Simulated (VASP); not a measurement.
Here is a VASP 6.6.1 calculation.

Contents of INCAR:

```
SYSTEM = GeCl3
ALGO = Fast ; EDIFF = 1E-6
ENCUT = 520 ; GGA = PE
ISIF = 2 ; ISMEAR = 0
LASPH = .True. ; LCHARG = .False.
LREAL = .False. ; LWAVE = .False.
NBANDS = 26 ; NELM = 100
PREC = Accurate ; SIGMA = 0.1
```

Contents of KPOINTS:

```
k-points
0
Gamma
  10 10 14
  0 0 0
```

Contents of POSCAR:

```
GeCl3
1.0
    5.4042185967      0.0000000000      0.0000000000
    0.0000000000      5.4042185967      0.0000000000
    0.0000000000      0.0000000000      3.5311493423
Ge Cl
1 3
Direct
    0.5000000000      0.5000000000      0.0000000000
    0.0000000000      0.5000000000      0.0000000000
    0.5000000000      0.0000000000      0.0000000000
    0.0000000000      0.0000000000      0.0000000000
```

Potentials or basis: VASP PAW PBE potentials, release 64 (Ge_d, Cl).

Command:

```console
$ cat potpaw_PBE.64/Ge_d/POTCAR potpaw_PBE.64/Cl/POTCAR > POTCAR
$ mpirun -np 1 vasp_std > vasp.out
```

Question: Predict the band gap on the k mesh.

Answer: Zero (an odd number of electrons rules out a gap without spin polarisation).

Question: Estimate the pressure.

Answer: -0.1 GPa.

Caveat: an odd number of electrons without spin polarisation forces a metal; a magnetic or distorted state may lie lower.
